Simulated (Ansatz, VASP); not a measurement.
## AlNi: VASP beside Ansatz

File INCAR:

```
PREC = Accurate
ENCUT = 520
EDIFF = 1E-7
ISMEAR = 1
SIGMA = 0.05
LREAL = False
LASPH = True
NELM = 60
ALGO = Fast
ISIF = 2
LWAVE = False
LCHARG = False
GGA = PS
NBANDS = 14
```

Contents of KPOINTS:

```
Automatic mesh
0
Gamma
  16 16 14
```

File POSCAR:

```
AlNi
1.0
    1.9386940000     -1.9531901500      0.0000000000
    1.9386940000      1.9531901500      0.0000000000
    0.0000000000      0.0000000000      3.0994300413
Al Ni
1 1
Direct
    0.0000000000      0.0000000000      0.0000000000
    0.5000000000      0.5000000000      0.5000000000
```

Input for Ansatz:

```yaml
crystal:
  lattice:
    - [1.938694, -1.95319015, 0.0]
    - [1.938694, 1.95319015, 0.0]
    - [0.0, 0.0, 3.0994300413]
  atoms:
    - { symbol: Al, position: [0.0, 0.0, 0.0] }
    - { symbol: Ni, position: [0.5, 0.5, 0.5] }
basis:
  ecutwfc: 420
kpoints:
  mp_grid: { grid: [16, 16, 14] }
hamiltonian:
  xc: pbesol
scf:
  occupations: { method: methfessel_paxton, width: 0.05 }
output:
  forces: true
  stress: true
  eigenvalues: true
```

Alike in both runs: task single point; functional PBEsol; k mesh 16 × 16 × 14; occupations methfessel-paxton of order 1, width 0.05 eV; no spin polarisation.

|  | VASP | Ansatz |
| --- | --- | --- |
| version | VASP 6.6.1 | Ansatz 0.2.0 |
| potentials or method | VASP PAW PBE potentials, release 64 (Al, Ni), cutoff 520 eV | scalar-relativistic, plane waves, PAW |
| valence electrons in the cell | 13 | 21 |

Ansatz gave:

| Item | Value |
| --- | --- |
| gap on the k mesh at the Fermi level (eV) | none |
| pressure (GPa) | 0.3 |
| traceless stress, the component that is largest in VASP (GPa) | -4.67 |

Question: Which values does VASP return?

Answer: gap on the k mesh at the Fermi level (eV): none; pressure (GPa): 0.6; traceless stress, the component that is largest in VASP (GPa): -4.80.

VASP's potentials were made for PBE, not for PBEsol. A gap of «none» marks a metal or a gap that the smearing closes. VASP's potentials hold 13 valence electrons a cell and Ansatz's 21, so a difference there can come from the potentials and not from the codes.
